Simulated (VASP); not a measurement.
# Ga (P6/mmm) in VASP: further runs, part 2 of 2

VASP 6.6.1. The steps go on from the part before.

**5. Single point, LDA (17.45 Å³/atom)**

This run uses another cell than the first one, of 17.45 Å³/atom.

INCAR

```
PREC     = Accurate       # precision mode
ENCUT    = 520            # plane-wave cutoff, eV
EDIFF    = 1E-7           # SCF threshold, eV
ISMEAR   = -1             # smearing method
SIGMA    = 0.1            # smearing width, eV
LREAL    = F              # projectors in reciprocal space
LASPH    = T              # aspherical terms in the spheres
NELM     = 60             # most SCF steps
ALGO     = Normal         # electronic algorithm
ISIF     = 2              # what is computed and relaxed
LWAVE    = F              # write WAVECAR
LCHARG   = F              # write CHGCAR
NBANDS   = 26             # bands
```

KPOINTS

```
Automatic mesh
0
Gamma
  9 9 12
```

POSCAR

```
Ga
1.0
    4.5516771659      0.0000000000      0.0000000000
   -2.2758385830      3.9418680555      0.0000000000
    0.0000000000      0.0000000000      2.9184136852
Ga
3
Direct
    0.0000000000      0.0000000000      0.0000000000
    0.3333333333      0.6666666667      0.5000000000
    0.6666666667      0.3333333333      0.5000000000
```

On the command line:

```
$ cat potpaw_LDA.64/Ga_d/POTCAR > POTCAR
$ mpirun -np 1 vasp_std > vasp.out
```

Wall time 2 min (1 thread of Intel Xeon 8259CL, shared host); peak memory 0.21 GiB.

It converged, with:

```yaml
Free_energy: -10.5960 eV
Pressure: 0.2 GPa
Band_gap_on_the_k_mesh: zero (an odd number of electrons rules out a gap without spin polarisation)
```

Stress tensor (GPa, compression positive):
```
 0.40  0.00  0.00
 0.00  0.40  0.00
 0.00  0.00 -0.09
```

Levels at points of the mesh, in eV from the Fermi level:
| k point | band 17 | band 18 | band 19 | band 20 | band 21 | band 22 |
| --- | --- | --- | --- | --- | --- | --- |
| (0.00, 0.00, 0.00) | -2.47 | -2.19 | -1.29 | -1.29 | -1.11 | -1.11 |
| (0.00, 0.00, 0.50) | -6.46 | 1.34 | 1.34 | 1.84 | 1.90 | 2.12 |

**6. Single point, LDA (18.15 Å³/atom)**

This run uses another cell than the first one, of 18.15 Å³/atom.

INCAR

```
SYSTEM = Ga
PREC = Accurate
ENCUT = 520
EDIFF = 1E-6
ISMEAR = -1
SIGMA = 0.1
LREAL = .FALSE.
LASPH = .TRUE.
NELM = 60
ALGO = Normal
ISIF = 2
LWAVE = .FALSE.
LCHARG = .TRUE.
GGA = CA
LELF = .TRUE.
LVHAR = .TRUE.
NBANDS = 26
```

KPOINTS

```
Automatic mesh
0
G
  9 9 12
  0 0 0
```

POSCAR

```
Ga
1.0
    4.6115745238      0.0000000000      0.0000000000
   -2.3057872619      3.9937406891      0.0000000000
    0.0000000000      0.0000000000      2.9568182694
Ga
3
Direct
    0.0000000000      0.0000000000      0.0000000000
    0.3333333333      0.6666666667      0.5000000000
    0.6666666667      0.3333333333      0.5000000000
```

Potentials or basis: VASP PAW LDA potentials, release 64 (Ga_d).

On the command line:

```
$ cat potpaw_LDA.64/Ga_d/POTCAR > POTCAR
$ mpirun -np 1 vasp_std > vasp.out
```

OUTCAR:

```text
SYSTEM = Ga
   PREC = Accurate
   ENCUT = 520
   EDIFF = 1E-6
   ISMEAR = -1
   LREAL = .FALSE.
   LASPH = .TRUE.
   NELM = 60
   ISIF = 2
   GGA = CA

 ion  position               nearest neighbor table
   1  0.000  0.000  0.000-
   2  0.333  0.667  0.500-   3 2.66   3 2.66   3 2.66
   3  0.667  0.333  0.500-   2 2.66   2 2.66   2 2.66

  LATTYP: Found a hexagonal cell.
 ALAT       =     4.6115745238
 C/A-ratio  =     0.6411732596

  Lattice vectors:

 A1 = (   4.6115745238,   0.0000000000,   0.0000000000)
 A2 = (  -2.3057872619,   3.9937406891,   0.0000000000)
 A3 = (   0.0000000000,   0.0000000000,   2.9568182694)

Analysis of symmetry for initial positions (statically):
=====================================================================
 Subroutine PRICEL returns:
 Original cell was already a primitive cell.

 Routine SETGRP: Setting up the symmetry group for a
 hexagonal supercell.

 Subroutine GETGRP returns: Found 24 space group operations
 (whereof 24 operations were pure point group operations)
 out of a pool of 24 trial point group operations.

The static configuration has the point symmetry D_6h.

Analysis of symmetry for dynamics (positions and initial velocities):
=====================================================================
 Subroutine PRICEL returns:
 Original cell was already a primitive cell.

 Routine SETGRP: Setting up the symmetry group for a
 hexagonal supercell.

 Subroutine GETGRP returns: Found 24 space group operations
 (whereof 24 operations were pure point group operations)
 out of a pool of 24 trial point group operations.

The dynamic configuration has the point symmetry D_6h.

 Subroutine INISYM returns: Found 24 space group operations
 (whereof 24 operations are pure point group operations),
 and found     1 'primitive' translations

----------------------------------------------------------------------------------------

                                     Primitive cell

  volume of cell :      54.4570

  direct lattice vectors                    reciprocal lattice vectors
     4.611574524  0.000000000  0.000000000     0.216845677  0.125195910  0.000000000
    -2.305787262  3.993740689  0.000000000     0.000000000  0.250391820  0.000000000
     0.000000000  0.000000000  2.956818269     0.000000000  0.000000000  0.338201374

  length of vectors
     4.611574524  4.611574524  2.956818269     0.250391820  0.250391820  0.338201374

  position of ions in fractional coordinates (direct lattice)
     0.000000000  0.000000000  0.000000000
     0.333333333  0.666666667  0.500000000
     0.666666667  0.333333333  0.500000000

  ion indices of the primitive-cell ions
   primitive index   ion index
                 1           1
                 2           2
                 3           3

----------------------------------------------------------------------------------------

 KPOINTS: Automatic mesh

Automatic generation of k-mesh.
 Grid dimensions read from file:
 generate k-points for:    9    9   12

 Generating k-lattice:

  Cartesian coordinates                     Fractional coordinates (reciprocal lattice)
     0.024093964  0.013910657  0.000000000     0.111111111 -0.000000000  0.000000000
     0.000000000  0.027821313  0.000000000     0.000000000  0.111111111  0.000000000
     0.000000000  0.000000000  0.028183448     0.000000000  0.000000000  0.083333333

  Length of vectors
     0.027821313  0.027821313  0.028183448

  Shift w.r.t. Gamma in fractional coordinates (k-lattice)
     0.000000000  0.000000000  0.000000000

 Subroutine IBZKPT returns following result:
 ===========================================

 Found     84 irreducible k-points:

 Following reciprocal coordinates:
            Coordinates               Weight
  0.000000  0.000000  0.000000      1.000000
  0.111111  0.000000  0.000000      6.000000
  0.222222  0.000000  0.000000      6.000000
  0.333333 -0.000000  0.000000      6.000000
  0.444444  0.000000  0.000000      6.000000
  0.111111  0.111111  0.000000      6.000000
[... 16 lines left out ...]
  0.333333  0.222222  0.083333     24.000000
  0.333333  0.333333  0.083333      4.000000
 [... further k-points ...]
   k-points           NKPTS =     84   k-points in BZ     NKDIM =     84   number of bands    NBANDS=     26
   number of dos      NEDOS =    301   number of ions     NIONS =      3
   total plane-waves  NPLWV =  31104
   dimension x,y,z NGX =    36 NGY =   36 NGZ =   24
   dimension x,y,z NGXF=    72 NGYF=   72 NGZF=   48
   ions per type =               3
   NGX,Y,Z   is equivalent  to a cutoff of  12.98, 12.98, 13.49 a.u.
   NGXF,Y,Z  is equivalent  to a cutoff of  25.96, 25.96, 26.99 a.u.
 SYSTEM =  Ga
   PREC   = accura    normal or accurate (medium, high low for compatibility)
   ISTART =      0    job   : 0-new  1-cont  2-samecut
   ICHARG =      2    charge: 1-file 2-atom 10-const
   ISPIN  =      1    spin polarized calculation?
   LNONCOLLINEAR =      F non collinear calculations
   LSORBIT =      F    spin-orbit coupling
   LASPH  =      T    aspherical Exc in radial PAW
   ENCUT  =  520.0 eV  38.22 Ry    6.18 a.u.   8.57  8.57  5.50*2*pi/ulx,y,z
   NELM   =     60;   NELMIN=  2; NELMDL= -5     # of ELM steps
   EDIFF  = 0.1E-05   stopping-criterion for ELM
   LREAL  =      F    real-space projection
   EDIFFG = 0.1E-04   stopping-criterion for IOM
   NSW    =      0    number of steps for IOM
   IBRION =     -1    ionic relax: 0-MD 1-quasi-New 2-CG
   NFREE  =      0    steps in history (QN), initial steepest desc. (CG)
   ISIF   =      2    stress and relaxation
   ISYM   =      2    0-nonsym 1-usesym 2-fastsym
   POTIM  = 0.5000    time-step for ionic-motion
   TEBEG  =    0.0;   TEEND  =   0.0 temperature during run
   PSTRESS=    0.0 pullay stress
   NELECT =      39.0000    total number of electrons
   NUPDOWN=      -1.0000    fix difference up-down
   EMIN   =  10.00;   EMAX   =-10.00  energy-range for DOS
   EFERMI =   0.00;   METHOD = LEGACY
   ISMEAR =    -1;   SIGMA  =   0.10  broadening in eV -4-tet -1-fermi 0-gaus
   EFERMI_NEDOS =   21; number of points for ismear=-14 and -15
   IALGO  =     38    algorithm
   IMIX   =      4    mixing-type and parameters
     AMIX     =   0.40;   BMIX     =  1.00
     AMIX_MAG =   1.60;   BMIX_MAG =  1.00
  volume/ion in A,a.u.               =      18.15       122.50
  Fermi-wavevector in a.u.,A,eV,Ry     =   1.464688  2.767859 29.188727  2.145311
  Thomas-Fermi vector in A             =   2.580634
   LORBIT       =      0    0 simple, 1 ext, 2 COOP (PROOUT), +10 PAW based schemes
   GGA     = CA    functional components
   LHFCALC =     F    Hartree Fock is set to
   AEXX    =    0.0000 exact exchange contribution
   IVDW    =     0    specifies the selected vdW correction
   LEPSILON=     F    determine dielectric tensor
   LRPA    =     F    only Hartree local field effects (RPA)
 non-spin polarized calculation
  energy-cutoff  :      520.00
  volume of cell :       54.46
 maximum number of plane-waves:      1487
 NGX is ok and might be reduce to    36
   NGX = 17   NGY = 17   NGZ = 11

 number of electron      38.9999978 magnetization

 Free energy of the ion-electron system (eV)
  ---------------------------------------------------
  ext. energy  EPLUGINS =         0.00000000
  ---------------------------------------------------
  free energy    TOTEN  =       -10.58369042 eV

  energy without entropy =      -10.53287447  energy(sigma->0) =      -10.55828245

 E-fermi :   5.6216     XC(G=0): -11.5179

 val. band max:        5.6088560427   @ k =   0.1111   0.1111   0.2500
 cond. band min:       5.6463052156   @ k =   0.3333   0.2222   0.1667
 fundamental gap:      0.0374491730
 Fermi energy:         5.6215571345

 k-point     1 :       0.0000    0.0000    0.0000
  band No.  band energies     occupation
      1      -9.5707      2.00000
      2      -9.3845      2.00000
      3      -9.3845      2.00000
      4      -9.3535      2.00000
      5      -9.3440      2.00000
      6      -9.3073      2.00000
[... 18 lines left out ...]
     25      17.8183      0.00000
     26      17.8584      0.00000

 k-point     2 :       0.1111    0.0000    0.0000
  band No.  band energies     occupation
      1      -9.5645      2.00000
      2      -9.4125      2.00000
      3      -9.4069      2.00000
      4      -9.3604      2.00000
      5      -9.3412      2.00000
      6      -9.3226      2.00000
[... 630 lines left out ...]
 k-point    24 :       0.3333    0.3333    0.0833
  band No.  band energies     occupation
      1      -9.5594      2.00000
      2      -9.4872      2.00000
      3      -9.4872      2.00000
      4      -9.3724      2.00000
      5      -9.3629      2.00000
      6      -9.3629      2.00000
[... 18 lines left out ...]
     25      15.0161      0.00000
     26      15.0173      0.00000

 [... further k-points ...]
[... 5 lines left out ...]
  --------------------------------------------------------------------------------------
  -------------------------------------------------------------------------------------
  Total       -0.6503562     -0.6503562     -0.7268049      0.0000000     -0.0000000      0.0000000
  in kB      -19.1341032    -19.1341032    -21.3832986      0.0000000     -0.0000000      0.0000000
  external PRESSURE =     -19.8838350 kB  Pullay stress =       0.0000000 kB

 VOLUME and BASIS-vectors are now :
 -----------------------------------------------------------------------------
  energy-cutoff  :      520.00
  volume of cell :       54.46
      direct lattice vectors                 reciprocal lattice vectors
     4.611574524  0.000000000  0.000000000     0.216845677  0.125195910  0.000000000
    -2.305787262  3.993740689  0.000000000     0.000000000  0.250391820  0.000000000
     0.000000000  0.000000000  2.956818269     0.000000000  0.000000000  0.338201374

 POSITION                                       TOTAL-FORCE (eV/Angst)
 -----------------------------------------------------------------------------------
      0.00000      0.00000      0.00000         0.000000      0.000000      0.000000
     -0.00000      2.66249      1.47841         0.000000      0.000000     -0.000000
      2.30579      1.33125      1.47841        -0.000000     -0.000000      0.000000
 -----------------------------------------------------------------------------------
    total drift:                                0.000000      0.000000     -0.000000

  FREE ENERGIE OF THE ION-ELECTRON SYSTEM (eV)
  ---------------------------------------------------
  free  energy   TOTEN  =       -10.5836904226 eV

  energy  without entropy=      -10.5328744743  energy(sigma->0) =      -10.55828245
```

stdout:

```text
POSCAR found type information on POSCAR Ga
 POSCAR found :  1 types and       3 ions
 scaLAPACK will be used
 LDA part: xc-table for (Slater(with rela. corr.)+CA(PZ))
 , standard interpolation
 POSCAR, INCAR and KPOINTS ok, starting setup
 FFT: planning ... GRIDC
 FFT: planning ... GRID_SOFT
 FFT: planning ... GRID
 WAVECAR not read
 entering main loop
```

Wall time 1.7 min (1 thread of Intel Xeon 8259CL, shared host); peak memory 0.21 GiB.

What came out:

| Property | Result |
| --- | --- |
| Free energy | -10.5837 eV |
| Pressure | -2.0 GPa |
| Band gap on the k mesh | zero (an odd number of electrons rules out a gap without spin polarisation) |

**7. Overview**

| cell | gap on the mesh (eV) | pressure (GPa) |
| --- | --- | --- |
| a = 4.362, b = 4.362, c = 2.797 Å, angles 90.0, 90.0, 120.0°, 3 atoms | none | 11.5 |
| a = 4.427, b = 4.427, c = 2.838 Å, angles 90.0, 90.0, 120.0°, 3 atoms | none | 6.7 |
| a = 4.490, b = 4.490, c = 2.879 Å, angles 90.0, 90.0, 120.0°, 3 atoms | none | 3.1 |
| a = 4.552, b = 4.552, c = 2.918 Å, angles 90.0, 90.0, 120.0°, 3 atoms | none | 0.2 |
| a = 4.612, b = 4.612, c = 2.957 Å, angles 90.0, 90.0, 120.0°, 3 atoms | none | -2.0 |

Alike in all rows: task single point; level LDA; potentials or basis VASP PAW LDA potentials, release 64 (Ga_d); no spin polarisation; k mesh 9 × 9 × 12; cutoff (eV) 520; smearing fermi-dirac 0.1 eV.

Caveats: the cell stands under pressure (at least some runs).

Absolute energies hang on the potentials; compare differences alone.
